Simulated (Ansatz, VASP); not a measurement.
Zr in VASP and in Ansatz

Contents of INCAR:

```
PREC = Accurate ; ENCUT = 500
EDIFF = 1E-6 ; ISMEAR = 0
SIGMA = 0.1 ; LREAL = F
LASPH = T ; NELM = 120
ALGO = Normal ; ISIF = 2
LWAVE = F ; LCHARG = F
GGA = PS ; NBANDS = 12
GGA_COMPAT = F
```

File KPOINTS:

```
Automatic mesh
0
Gamma
  8 8 8
```

POSCAR

```
Zr
1.0
   -1.7699991413      1.7699991413      1.7699991413
    1.7699991413     -1.7699991413      1.7699991413
    1.7699991413      1.7699991413     -1.7699991413
Zr
1
Direct
    0.0000000000      0.0000000000      0.0000000000
```

Input for Ansatz:

```yaml
crystal:
  lattice:
    - [-1.7699991413, 1.7699991413, 1.7699991413]
    - [1.7699991413, -1.7699991413, 1.7699991413]
    - [1.7699991413, 1.7699991413, -1.7699991413]
  atoms:
    - { symbol: Zr, position: [0.0, 0.0, 0.0] }
basis:
  ecutwfc: 420
kpoints:
  mp_grid: { grid: [8, 8, 8] }
hamiltonian:
  xc: pbesol
scf:
  occupations: { method: gaussian, width: 0.1 }
output:
  forces: true
  stress: true
  eigenvalues: true
```

Alike in both runs: task single point; functional PBEsol; k mesh 8 × 8 × 8; occupations gaussian, width 0.1 eV; no spin polarisation.

```csv
,VASP,Ansatz
version,VASP 6.6.1,Ansatz 0.2.0
potentials or method,"VASP PAW PBE potentials, release 64 (Zr_sv), cutoff 500 eV","scalar-relativistic, plane waves, PAW"
valence electrons in the cell,12,12
```

Ansatz gave:

| Quantity | Value |
| --- | --- |
| gap on the k mesh at the Fermi level (eV) | none |
| pressure (GPa) | -0.8 |

**Question.** Which values does VASP return?

**Answer.** gap on the k mesh at the Fermi level (eV): none; pressure (GPa): -0.7.

VASP's potentials were made for PBE, not for PBEsol. A gap of «none» marks a metal or a gap that the smearing closes. With one functional, cell and mesh, what is left measures potentials, basis and numerics.
